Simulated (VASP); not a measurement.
Runs of VASP 6.6.1 on GaN (CsCl type). The structure is that of space group Pm-3m (No. 221), or close to it. The cells are those of the table. 

```csv
task,cell,cutoff (eV),k mesh for the DOS,occupations for the DOS,gap on the mesh (eV),pressure (GPa)
single point,"a = 2.743 Å, 2 atoms",520,-,-,none,0.5
single point,"a = 2.547 Å, 2 atoms",520,-,-,none,56.2
single point,"a = 2.248 Å, 2 atoms",520,-,-,none,348.2
single point,"a = 2.459 Å, 2 atoms",520,-,-,none,(a)
relaxation of cell and atoms,"relaxed from a = 2.714 Å, 2 atoms",600,-,-,none,0.0
single point,"a = 2.629 Å, 2 atoms",520,-,-,none,(b)
```

Alike in all rows: level PBE; potentials or basis VASP PAW PBE potentials, release 64 (Ga_d, N); no spin polarisation; k mesh 14 × 14 × 14; smearing fermi-dirac 0.08 eV.

Problem. Estimate the missing entries.

Solution. (a) 104.8; (b) 26.1.

A k mesh can miss the band edges, and the runs leave out spin-orbit coupling on Ga.

A gap of «none» marks levels without a gap at the run's occupations.
